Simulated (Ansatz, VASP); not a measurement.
## One calculation of SiO2, two programs

```
CELL_PARAMETERS angstrom
0.00000 2.29036 2.29036
2.29036 0.00000 2.29036
2.29036 2.29036 0.00000
ATOMIC_POSITIONS crystal
Si 0.00000 0.00000 0.00000
O 0.25000 0.25000 0.25000
O 0.75000 0.75000 0.75000
```

Alike in both runs: functional PBE; k mesh 12 × 12 × 12; occupations fermi-dirac, width 0.05 eV; no spin polarisation.

Ansatz relaxed the structure, and its values are those at the end. VASP's run is a single point on that final structure, the one shown.

```csv
,VASP,Ansatz
version,VASP 6.6.1,Ansatz 0.2.0
potentials or method,"VASP PAW PBE potentials, release 64 (Si, O)","PAW with Ansatz's default frozen-core files, scalar-relativistic"
plane-wave cutoff (eV),520,420
valence electrons in the cell,16,16
```

Ansatz gave:

* pressure (GPa): 0.0

Task: What did VASP give for the same quantities?

Result: Pressure (GPa): 0.4.

The functional is the same, so the differences come from potentials, cutoffs and numerics.
